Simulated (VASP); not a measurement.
# Ir (Pmma) in VASP: notebook

Runs on Ir. Level: LDA. Tasks: single point.

Program: VASP 6.6.1. These are calculated values, not measurements. Logs are shortened: lines on timing, memory, paths and dates and some standing lists are left out, and cuts for length are marked.

## 1. The cell of the first run

It takes space group Pmma (No. 51, orthorhombic). The conventional cell has a = 12.238 Å, b = 2.233 Å, c = 7.193 Å, α = 90.00°, β = 90.00°, γ = 90.00°. Within 3.0 Å of Ir (site symmetry mm2) lie 2 Ir at 2.23 Å.

## 2. Single point, LDA

Contents of INCAR:

```
SYSTEM = Ir
  ALGO = Normal
  EDIFF = 1E-6
  ENCUT = 500
  GGA = CA
  GGA_COMPAT = .False.
  ISIF = 2
  ISMEAR = 1
  LASPH = .True.
  LCHARG = .False.
  LREAL = .False.
  LWAVE = .False.
  NBANDS = 16
  NELM = 120
  PREC = Accurate
  SIGMA = 0.15
```

Contents of KPOINTS:

```
k-points
0
Gamma
  3 15 5
  0 0 0
```

Contents of POSCAR:

```
Ir
1.0
   12.2384600000      0.0000000000      0.0000000000
    0.0000000000      2.2334300000      0.0000000000
    0.0000000000      0.0000000000      7.1930000000
Ir
2
Direct
    0.2500000000      0.0000000000      0.1639900000
    0.7500000000      0.0000000000      0.8360100000
```

Potentials or basis: VASP PAW LDA potentials, release 64 (Ir).

Launch:

```console
$ cat potpaw_LDA.64/Ir/POTCAR > POTCAR
$ mpirun -np 1 vasp_std > vasp.out
```

OUTCAR:

```text
SYSTEM = Ir
   EDIFF = 1E-6
   ENCUT = 500
   GGA = CA
   ISIF = 2
   ISMEAR = 1
   LASPH = .True.
   LREAL = .False.
   NELM = 120
   PREC = Accurate

 ion  position               nearest neighbor table
   1  0.250  0.000  0.164-
   2  0.750  0.000  0.836-

  LATTYP: Found a simple orthorhombic cell.
 ALAT       =     2.2334300000
 B/A-ratio  =     3.2206068693
 C/A-ratio  =     5.4796702829

  Lattice vectors:

 A1 = (   0.0000000000,   2.2334300000,   0.0000000000)
 A2 = (   0.0000000000,   0.0000000000,   7.1930000000)
 A3 = (  12.2384600000,   0.0000000000,   0.0000000000)

Analysis of symmetry for initial positions (statically):
=====================================================================
 Subroutine PRICEL returns:
 Original cell was already a primitive cell.

 Routine SETGRP: Setting up the symmetry group for a
 simple orthorhombic supercell.

 Subroutine GETGRP returns: Found  8 space group operations
 (whereof  4 operations were pure point group operations)
 out of a pool of  8 trial point group operations.

The static configuration has the point symmetry C_2h.
 The point group associated with its full space group is D_2h.

Analysis of symmetry for dynamics (positions and initial velocities):
=====================================================================
 Subroutine PRICEL returns:
 Original cell was already a primitive cell.

 Routine SETGRP: Setting up the symmetry group for a
 simple orthorhombic supercell.

 Subroutine GETGRP returns: Found  8 space group operations
 (whereof  4 operations were pure point group operations)
 out of a pool of  8 trial point group operations.

The dynamic configuration has the point symmetry C_2h.
 The point group associated with its full space group is D_2h.

 Subroutine INISYM returns: Found  8 space group operations
 (whereof  4 operations are pure point group operations),
 and found     1 'primitive' translations

----------------------------------------------------------------------------------------

                                     Primitive cell

  volume of cell :     196.6116

  direct lattice vectors                    reciprocal lattice vectors
    12.238460000  0.000000000  0.000000000     0.081709627  0.000000000  0.000000000
     0.000000000  2.233430000  0.000000000     0.000000000  0.447741814  0.000000000
     0.000000000  0.000000000  7.193000000     0.000000000  0.000000000  0.139024051

  length of vectors
[... 82 lines left out ...]
   EDIFF  = 0.1E-05   stopping-criterion for ELM
   LREAL  =      F    real-space projection
   EDIFFG = 0.1E-04   stopping-criterion for IOM
   NSW    =      0    number of steps for IOM
   IBRION =     -1    ionic relax: 0-MD 1-quasi-New 2-CG
   NFREE  =      0    steps in history (QN), initial steepest desc. (CG)
   ISIF   =      2    stress and relaxation
   ISYM   =      2    0-nonsym 1-usesym 2-fastsym
   POTIM  = 0.5000    time-step for ionic-motion
   TEBEG  =    0.0;   TEEND  =   0.0 temperature during run
   PSTRESS=    0.0 pullay stress
   NELECT =      18.0000    total number of electrons
   NUPDOWN=      -1.0000    fix difference up-down
   EMIN   =  10.00;   EMAX   =-10.00  energy-range for DOS
   EFERMI =   0.00;   METHOD = LEGACY
   ISMEAR =     1;   SIGMA  =   0.15  broadening in eV -4-tet -1-fermi 0-gaus
   EFERMI_NEDOS =   21; number of points for ismear=-14 and -15
   IALGO  =     38    algorithm
   IMIX   =      4    mixing-type and parameters
     AMIX     =   0.40;   BMIX     =  1.00
     AMIX_MAG =   1.60;   BMIX_MAG =  1.00
  volume/ion in A,a.u.               =      98.31       663.40
  Fermi-wavevector in a.u.,A,eV,Ry     =   0.737841  1.394317  7.407133  0.544409
  Thomas-Fermi vector in A             =   1.831619
   LORBIT       =      0    0 simple, 1 ext, 2 COOP (PROOUT), +10 PAW based schemes
   GGA     = CA    functional components
   LHFCALC =     F    Hartree Fock is set to
   AEXX    =    0.0000 exact exchange contribution
   IVDW    =     0    specifies the selected vdW correction
   LEPSILON=     F    determine dielectric tensor
   LRPA    =     F    only Hartree local field effects (RPA)
 non-spin polarized calculation
 Methfessel and Paxton  Order N= 1 SIGMA  =   0.15
  energy-cutoff  :      500.00
  volume of cell :      196.61
 maximum number of plane-waves:      5035
 NGX is ok and might be reduce to    90
   NGX = 45   NGY =  9   NGZ = 27

 number of electron      18.0000000 magnetization

 Free energy of the ion-electron system (eV)
  ---------------------------------------------------
  ext. energy  EPLUGINS =         0.00000000
  ---------------------------------------------------
  free energy    TOTEN  =       -11.33653984 eV

  energy without entropy =      -11.30997536  energy(sigma->0) =      -11.32768501

 E-fermi :  -3.8194     XC(G=0):  -4.3543

 val. band max:       -3.9113239925   @ k =   0.3333   0.4000   0.4000
 cond. band min:      -3.8011975886   @ k =   0.0000   0.1333   0.0000
 fundamental gap:      0.1101264038
 Fermi energy:        -3.8194175698

 k-point     1 :       0.0000    0.0000    0.0000
  band No.  band energies     occupation
      1     -11.5519      2.00000
      2     -11.5515      2.00000
      3      -6.0643      2.00000
      4      -6.0061      2.00000
      5      -5.4567      2.00000
      6      -5.4530      2.00000
[... 433 lines left out ...]
      3      -5.1902      2.00000
      4      -5.1870      2.00000
      5      -5.1843      2.00000
      6      -5.1820      2.00000
[... 8 lines left out ...]
     15       1.5831      0.00000
     16       1.8396      0.00000

 [... further k-points ...]

------------------------ aborting loop because EDIFF is reached ----------------------------------------

  FORCE on cell =-STRESS in cart. coord.  units (eV):
  Direction    XX          YY          ZZ          XY          YZ          ZX
  --------------------------------------------------------------------------------------
  -------------------------------------------------------------------------------------
  Total       -0.0387535      0.9120231     -0.0202212      0.0000000      0.0000000     -0.0000000
  in kB       -0.3158001      7.4320263     -0.1647811      0.0000000      0.0000000     -0.0000000
  external PRESSURE =       2.3171484 kB  Pullay stress =       0.0000000 kB

 VOLUME and BASIS-vectors are now :
 -----------------------------------------------------------------------------
  energy-cutoff  :      500.00
  volume of cell :      196.61
      direct lattice vectors                 reciprocal lattice vectors
    12.238460000  0.000000000  0.000000000     0.081709627  0.000000000  0.000000000
     0.000000000  2.233430000  0.000000000     0.000000000  0.447741814  0.000000000
     0.000000000  0.000000000  7.193000000     0.000000000  0.000000000  0.139024051

 POSITION                                       TOTAL-FORCE (eV/Angst)
 -----------------------------------------------------------------------------------
      3.05961      0.00000      1.17958        -0.000000      0.000000     -0.001840
      9.17884      0.00000      6.01342         0.000000      0.000000      0.001840
 -----------------------------------------------------------------------------------
    total drift:                                0.000000     -0.000000      0.000000

  FREE ENERGIE OF THE ION-ELECTRON SYSTEM (eV)
  ---------------------------------------------------
  free  energy   TOTEN  =       -11.3365398406 eV

  energy  without entropy=      -11.3099753636  energy(sigma->0) =      -11.32768501
```

Run time: 36 s. Hardware: 1 thread of Intel Xeon 6975P-C (Granite Rapids), shared host; peak memory 0.28 GiB.

What came out:

```
Free energy            : -11.3365 eV
Pressure               : 0.2 GPa
Band gap on the k mesh : zero (bands 9 and 10 overlap by 3.42 eV)
```

Stress tensor (GPa, compression positive):
```
-0.03  0.00  0.00
 0.00  0.74  0.00
 0.00  0.00 -0.02
```

Caveat: spin-orbit coupling is left out, which moves the levels of the heavy elements.

## 3. Single point, LDA, non-collinear spin, zero start, spin-orbit coupling

Contents of INCAR:

```
SYSTEM = Ir
ALGO     = Normal         ! electronic algorithm
EDIFF    = 1E-6           ! SCF threshold, eV
ENCUT    = 500            ! plane-wave cutoff, eV
GGA_COMPAT= .FALSE.      
ISIF     = 2              ! what is computed and relaxed
ISMEAR   = 1              ! smearing method
LASPH    = .TRUE.         ! aspherical terms in the spheres
LCHARG   = .FALSE.        ! write CHGCAR
LMAXMIX  = 4              ! l up to which the mixer works
LNONCOLLINEAR= .TRUE.         ! non-collinear magnetism
LORBIT   = 11             ! projections on sites
LORBMOM  = .TRUE.       
LREAL    = .FALSE.        ! projectors in reciprocal space
LSORBIT  = .TRUE.         ! spin-orbit coupling
LWAVE    = .FALSE.        ! write WAVECAR
MAGMOM   = 0 0 0 0 0 0    ! initial moments
NBANDS   = 30             ! bands
NELM     = 200            ! most SCF steps
PREC     = Accurate       ! precision mode
SIGMA    = 0.15           ! smearing width, eV
```

Contents of KPOINTS:

```
k-points
0
G
  3 15 5
  0 0 0
```

POSCAR is that of step 2.

Potentials or basis: VASP PAW LDA potentials, release 64 (Ir).

Launch:

```console
$ cat potpaw_LDA.64/Ir/POTCAR > POTCAR
$ mpirun -np 1 vasp_ncl > vasp.out
```

It took 3.6 min on 1 thread of Intel Xeon 6975P-C (Granite Rapids), shared host; peak memory 0.64 GiB.

Results (log left out):

```yaml
Free_energy: -12.5331 eV
Pressure: 0.4 GPa
Net_moment: 0.00 μB per cell
Valence_electrons_inside_the_program's_atomic_spheres: Ir 8.17
```

Stress tensor (GPa, compression positive):
```
-0.05  0.00  0.00
 0.00  1.22  0.00
 0.00  0.00 -0.03
```

Moments on the atoms (μB; x, y, z):
```
Ir  0.00 0.00 0.00
Ir  0.00 0.00 0.00
```

The gap in the log of VASP goes by the Fermi energy; the results here count the filled bands.